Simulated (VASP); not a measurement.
Runs of VASP 6.6.1 on CsI. Symmetry: Pm-3m, No. 221, cubic system. The conventional cell has a = 4.608 Å, b = 4.608 Å, c = 4.608 Å, α = 90.00°, β = 90.00°, γ = 90.00°. Within 5.2 Å of Cs (site symmetry m-3m) lie 8 I at 3.99 Å and 6 Cs at 4.61 Å. Within 5.2 Å of I (site symmetry m-3m) lie 8 Cs at 3.99 Å and 6 I at 4.61 Å. 

```csv
level,k mesh,cutoff (eV),smearing,grid for exact exchange (PRECFOCK),share of exact exchange,screening parameter,gap on the mesh (eV),pressure (GPa)
r2SCAN,4 × 4 × 4,550,gaussian 0.01 eV,-,-,-,4.50,0.1
r2SCAN,4 × 4 × 4,550,fermi-dirac 0.001 eV,-,-,-,4.50,0.1
PBE-based screened hybrid with 35 % exact exchange,4 × 4 × 4,400,gaussian 0.01 eV,Normal,0.35,0.2078 1/Å,(a),0.1
HSE06,4 × 4 × 4,400,gaussian 0.01 eV,Normal,0.25,0.2079 1/Å,(b),0.2
r2SCAN,2 × 2 × 2,550,gaussian 0.01 eV,-,-,-,4.43,0.8
r2SCAN,4 × 4 × 4,550,methfessel-paxton 0.001 eV,-,-,-,4.50,0.1
```

Alike in all rows: task single point; potentials or basis VASP PAW PBE potentials, release 64 (Cs_sv, I); no spin polarisation; cell as given.

Question: Estimate the missing entries.

Answer: (a) 5.18; (b) 4.78.

Caveats: some runs use coarse meshes; the PAW data sets were made with another functional, which shifts forces and pressure a little; spin-orbit coupling is left out, which moves the levels of the heavy elements.

A k mesh can miss the band edges, and the runs leave out spin-orbit coupling on Cs, I.
